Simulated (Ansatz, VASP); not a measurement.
**Two plane-wave programs on TiO2**

```
Ti O
1.0
     4.65445    0.00000    0.00000
     0.00000    4.65445    0.00000
     0.00000    0.00000    2.99794
Ti O
2 4
Direct
  0.00000 0.00000 0.00000
  0.50000 0.50000 0.50000
  0.30578 0.30578 0.00000
  0.19422 0.80578 0.50000
  0.69422 0.69422 0.00000
  0.80578 0.19422 0.50000
```

Change from the starting cell: volume scaled by 1.04, ions relaxed.

Alike in both runs: functional PBE; k mesh 7 × 7 × 10; occupations fermi-dirac, width 0.02 eV; no spin polarisation.

Ansatz relaxed the structure, and its values are those at the end. VASP's run is a single point on that final structure, the one shown.

```csv
,VASP,Ansatz
version,VASP 6.6.1,Ansatz 0.2.0
potentials or method,"VASP PAW PBE potentials, release 64 (Ti_sv, O)","plane-wave PAW, scalar-relativistic"
plane-wave cutoff (eV),520,420
valence electrons in the cell,48,48
```

|  | VASP | Ansatz | Ansatz less VASP |
| --- | --- | --- | --- |
| gap on the k mesh at the Fermi level (eV) | 1.80 | 1.83 | +0.025 |
| pressure (GPa) | -3.1 | -3.7 | -0.63 |
| rms of the force components (eV/Å) | 0.013 | 0.001 | -0.0125 |

Ansatz's warnings: stress scf threshold loose.
